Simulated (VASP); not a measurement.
A run of VASP 6.6.1 is set up as follows.

INCAR

```
ALGO = Normal
EDIFF = 1E-6
ENCUT = 520
GGA = PS
ISIF = 2
ISMEAR = 0
ISPIN = 2
LASPH = True
LCHARG = False
LMAXMIX = 6
LORBIT = 11
LREAL = False
LWAVE = False
MAGMOM = 7.09 0 0 0
NBANDS = 36
NELM = 150
PREC = Accurate
SIGMA = 0.05
```

File KPOINTS:

```
k-points
0
Gamma
  8 8 8
```

POSCAR

```
EuPt3
1.0
    0.0000000000      3.3202610236      3.3202610236
    3.3202610236      0.0000000000      3.3202610236
    3.3202610236      3.3202610236      0.0000000000
Eu Pt
1 3
Direct
    0.0000000000      0.0000000000      0.0000000000
    0.5000000000      0.5000000000      0.5000000000
    0.2500000000      0.2500000000      0.2500000000
    0.7500000000      0.7500000000      0.7500000000
```

Potentials or basis: VASP PAW PBE potentials, release 64 (Eu, Pt).

Run with:

```sh
$ cat potpaw_PBE.64/Eu/POTCAR potpaw_PBE.64/Pt/POTCAR > POTCAR
$ mpirun -np 1 vasp_std > vasp.out
```

(1) Predict the net moment.

(2) What does it give for the pressure?

(3) Predict the site moments.

## Answers

(1) 6.54 μB per cell.

(2) -4.5 GPa.

(3) Eu +6.30; Pt +0.01, -0.03 (each value once) μB.

Caveat: the cell stands under tension; the PAW data sets were made with another functional, which shifts forces and pressure a little.
